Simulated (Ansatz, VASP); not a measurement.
# TiO2: VASP beside Ansatz

```
Ti O
1.0
    -1.84505    1.84505    5.15070
     1.84505   -1.84505    5.15070
     1.84505    1.84505   -5.15070
Ti O
2 4
Cartesian
  0.0000 0.0000 0.0000
  0.0000 1.8451 2.5753
  0.0000 0.0000 2.1141
  0.0000 1.8451 4.6895
  0.0000 1.8451 0.4612
  0.0000 0.0000 8.1873
```

Alike in both runs: task single point; functional PBE; k mesh 8 × 8 × 8; occupations gaussian, width 0.05 eV; no spin polarisation; Hubbard terms Ti d U = 4.0 eV.

```csv
,VASP,Ansatz
version,VASP 6.6.1,Ansatz 0.2.0
potentials or method,"VASP PAW PBE potentials, release 64 (Ti_sv, O), cutoff 520 eV","scalar-relativistic, plane waves, PAW"
valence electrons in the cell,48,48
```

```tsv
	VASP	Ansatz	Ansatz less VASP
gap on the k mesh at the Fermi level (eV)	2.80	2.71	-0.082
least direct gap on the mesh (eV)	3.18	3.10	-0.081
pressure (GPa)	9.4	4.8	-4.66
traceless stress, the component that is largest in VASP (GPa)	-13.61	-11.43	+2.172
rms of the force components (eV/Å)	0.336	0.355	+0.0190
```

The programs project onto different local orbitals, so the same U acts differently, and such runs can settle in different states. Atom by atom the forces differ by 0.019 eV/Å (rms over components).
